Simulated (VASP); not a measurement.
BiH2:

```xyz
6
Lattice="4.3836 0.0000 0.0000 0.0000 5.3502 0.0000 0.0000 0.0000 3.3399" Properties=species:S:1:pos:R:3 pbc="T T T"
Bi    0.0000    0.0000    0.0000
Bi    2.1918    2.6751    1.6700
H     0.8785    2.0261    0.0000
H     3.5051    3.3241    0.0000
H     3.0703    0.6490    1.6700
H     1.3133    4.7012    1.6700
```

* Program: VASP 6.6.1
* Task: relaxation of cell and atoms
* Functional: PBE
* Potentials or basis: VASP PAW PBE potentials, release 64 (Bi_d, H)
* Cutoff: 600 eV
* k mesh: 4 × 4 × 6
* Occupations: gaussian, width 0.1 eV
* Spin: no spin polarisation

At the start: pressure 7.0 GPa; volume 13.06 Å³/atom.

Question: How do energy, volume and symmetry change on relaxing?

Answer: Over 23 steps the energy falls by 91.1 meV/atom and the volume is 15.70 Å³/atom (+20.3 %); space group Pnnm (No. 58, to 0.1 Å) before and after.

Step by step:
| step | energy change (eV) | largest force (eV/Å) | pressure (GPa) | volume (Å³) |
| --- | --- | --- | --- | --- |
| 1 | 0.0000 | 0.2495 | 6.99 | 78.33 |
| 2 | -0.2364 | 0.2788 | 1.15 | 84.94 |
| 3 | -0.2588 | 0.3173 | -0.76 | 88.08 |
| 4 | -0.2913 | 0.2892 | -0.55 | 87.76 |
| 5 | -0.3298 | 0.2468 | 0.23 | 87.00 |
| 6 | -0.3329 | 0.2598 | 0.63 | 86.68 |
| 7 | -0.3655 | 0.2449 | 0.48 | 87.41 |
| 8 | -0.4370 | 0.1917 | -0.11 | 89.63 |
| 9 | -0.4665 | 0.1509 | -1.43 | 94.15 |
| 10 | -0.5023 | 0.0859 | -0.71 | 93.06 |
| 11 | -0.5158 | 0.0296 | 0.03 | 92.06 |
| 12 | -0.5162 | 0.0223 | 0.17 | 91.87 |
| 13 | -0.5187 | 0.0123 | 0.08 | 92.18 |
| 14 | -0.5242 | 0.0356 | -0.20 | 93.10 |
| 15 | -0.5255 | 0.1053 | -0.70 | 94.89 |
| 16 | -0.5265 | 0.0783 | -0.49 | 94.14 |
| 17 | -0.5281 | 0.0798 | -0.45 | 94.15 |
| 18 | -0.5324 | 0.0825 | -0.35 | 94.18 |
| 19 | -0.5386 | 0.0806 | -0.16 | 94.21 |
| 20 | -0.5381 | 0.0716 | 0.20 | 94.13 |
| 21 | -0.5405 | 0.0759 | 0.00 | 94.20 |
| 22 | -0.5443 | 0.0515 | -0.03 | 94.20 |
| 23 | -0.5468 | 0.0390 | -0.05 | 94.19 |

Final structure:
```
CELL_PARAMETERS angstrom
4.90279 0.00000 0.00000
0.00000 5.21638 0.00000
0.00000 0.00000 3.68309
ATOMIC_POSITIONS crystal
Bi 0.00000 0.00000 0.00000
Bi 0.50000 0.50000 0.50000
H 0.27401 0.31782 0.00000
H 0.72599 0.68218 0.00000
H 0.77401 0.18218 0.50000
H 0.22599 0.81782 0.50000
```

Caveat: the volume moved by over 15 % at a fixed basis, so the end points are rough.
